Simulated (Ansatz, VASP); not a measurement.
# Two plane-wave programs on TePb

The input INCAR:

```
ALGO = Normal
EDIFF = 1E-6
ENCUT = 500
GGA = PE
GGA_COMPAT = False
ISIF = 2
ISMEAR = 1
LASPH = True
LCHARG = True
LELF = True
LREAL = False
LVHAR = True
LWAVE = False
NBANDS = 17
NELM = 120
PREC = Accurate
SIGMA = 0.2
```

Contents of KPOINTS:

```
k-points
0
Gamma
  4 4 4
```

File POSCAR:

```
TePb
1.0
    0.0000000000      3.6414940692      3.6414940692
    3.6414940692      0.0000000000      3.6414940692
    3.6414940692      3.6414940692      0.0000000000
Pb Te
1 1
Direct
    0.0000000000      0.0000000000      0.0000000000
    0.2500000000      0.2500000000      0.2500000000
```

Input for Ansatz:

```yaml
crystal:
  lattice:
    - [0.0, 3.6414940692, 3.6414940692]
    - [3.6414940692, 0.0, 3.6414940692]
    - [3.6414940692, 3.6414940692, 0.0]
  atoms:
    - { symbol: Pb, position: [0.0, 0.0, 0.0] }
    - { symbol: Te, position: [0.25, 0.25, 0.25] }
kpoints:
  mp_grid: { grid: [4, 4, 4] }
hamiltonian:
  xc: pbe
scf:
  occupations: { method: methfessel_paxton, width: 0.2 }
  n_extra_bands: 4
output:
  forces: true
  stress: true
  eigenvalues: true
```

Alike in both runs: task single point; functional PBE; k mesh 4 × 4 × 4; occupations methfessel-paxton of order 1, width 0.2 eV; no spin polarisation.

```csv
,VASP,Ansatz
version,VASP 6.6.1,Ansatz 0.2.0
potentials or method,"VASP PAW PBE potentials, release 64 (Pb_d, Te)",plane waves
plane-wave cutoff (eV),500,420
valence electrons in the cell,20,30
```

|  | VASP | Ansatz | Ansatz less VASP |
| --- | --- | --- | --- |
| pressure (GPa) | 0.5 | 0.5 | +0.04 |

With one functional, cell and mesh, what is left measures potentials, basis and numerics. VASP's potentials hold 20 valence electrons a cell and Ansatz's 30, so a difference there can come from the potentials and not from the codes.

Spin-orbit coupling is off throughout.
